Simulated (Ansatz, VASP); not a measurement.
## CuO: VASP beside Ansatz

```
Cu O
1.0
     2.10911   -2.04871    0.16829
     2.10911    2.04871    0.16829
    -0.41095    0.00000    5.14026
Cu O
2 2
Direct
  0.99425 0.49425 0.00185
  0.49425 0.99425 0.50185
  0.49435 0.49415 0.25185
  0.49415 0.49435 0.75185
```

Alike in both runs: functional PBE; k mesh 8 × 8 × 4; occupations gaussian, width 0.1 eV; no spin polarisation.

Ansatz relaxed the structure, and its values are those at the end. VASP's run is a single point on that final structure, the one shown.

```csv
,VASP,Ansatz
version,VASP 6.6.1,Ansatz 0.2.0
potentials or method,"VASP PAW PBE potentials, release 64 (Cu, O), cutoff 520 eV","scalar-relativistic, plane waves, PAW"
valence electrons in the cell,34,50
```

```tsv
	VASP	Ansatz	Ansatz less VASP
gap on the k mesh at the Fermi level (eV)	none	none	-
pressure (GPa)	0.8	0.1	-0.70
```

A gap of «none» marks a metal or a gap that the smearing closes. VASP's potentials hold 34 valence electrons a cell and Ansatz's 50, so a difference there can come from the potentials and not from the codes.
